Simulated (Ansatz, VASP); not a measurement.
## One calculation of Ga3SbN2, two programs

INCAR

```
SYSTEM = Ga3SbN2
ALGO = Normal
EDIFF = 1E-7
EDIFFG = -0.04
ENCUT = 600
GGA = PE
IBRION = 2
ISIF = 3
ISMEAR = 0
LASPH = .TRUE.
LCHARG = .FALSE.
LREAL = .FALSE.
LWAVE = .FALSE.
NELM = 100
NSW = 90
PREC = Accurate
SIGMA = 0.1
```

KPOINTS

```
k-points
0
G
  6 6 2
  0 0 0
```

POSCAR

```
Ga3SbN2
1.0
    3.1894471300      0.0000000000      0.0000000000
    0.0000000000      3.1894471300      0.0000000000
    0.0000000000      0.0000000000      9.7757593800
Ga Sb N
3 1 2
Direct
    0.5000000000      0.5000000000      0.1817286000
    0.5000000000      0.5000000000      0.5000000000
    0.5000000000      0.5000000000      0.8182714000
    0.0000000000      0.0000000000      0.0000000000
    0.0000000000      0.0000000000      0.3392778000
    0.0000000000      0.0000000000      0.6607222000
```

Input for Ansatz:

```yaml
crystal:
  lattice:
    - [3.18944713, 0.0, 0.0]
    - [0.0, 3.18944713, 0.0]
    - [0.0, 0.0, 9.77575938]
  atoms:
    - { symbol: Ga, position: [0.5, 0.5, 0.1817286] }
    - { symbol: Ga, position: [0.5, 0.5, 0.5] }
    - { symbol: Ga, position: [0.5, 0.5, 0.8182714] }
    - { symbol: Sb, position: [0.0, 0.0, 0.0] }
    - { symbol: "N", position: [0.0, 0.0, 0.3392778] }
    - { symbol: "N", position: [0.0, 0.0, 0.6607222] }
basis:
  ecutwfc: 420
kpoints:
  mp_grid: { grid: [6, 6, 2] }
hamiltonian:
  xc: pbe
scf:
  occupations: { method: gaussian, width: 0.1 }
  lower_state_search: "off"
output:
  forces: true
  stress: true
  eigenvalues: true
relax:
  adjacent_minimum: "off"
  f_tol: 0.04
  max_steps: 70
  cell: { stress_tol: 0.4 }
```

Change from the starting cell: species swapped into the Mg3HgAu2 type (P4/mmm, No. 123).

Alike in both runs: task relaxation of cell and atoms; functional PBE; k mesh 6 × 6 × 2; occupations gaussian, width 0.1 eV; no spin polarisation.

```csv
,VASP,Ansatz
version,VASP 6.6.1,Ansatz 0.2.0
potentials or method,"VASP PAW PBE potentials, release 64 (Ga_d, Sb, N), cutoff 600 eV","scalar-relativistic, plane waves, PAW"
valence electrons in the cell,54,64
```

VASP gave:

```
gap on the k mesh at the Fermi level, each at its own relaxed structure (eV) : none
relaxed volume (Å³/atom)                                                     : 15.38
relaxed cell length with the largest relative difference (Å)                 : 10.891
```

Task: Estimate Ansatz's values.

Result: gap on the k mesh at the Fermi level, each at its own relaxed structure (eV): none; relaxed volume (Å³/atom): 15.40; relaxed cell length with the largest relative difference (Å): 10.904.

A gap of «none» marks a metal or a gap that the smearing closes. VASP's potentials hold 54 valence electrons a cell and Ansatz's 64, so a difference there can come from the potentials and not from the codes.

Neither program's run includes spin-orbit coupling.
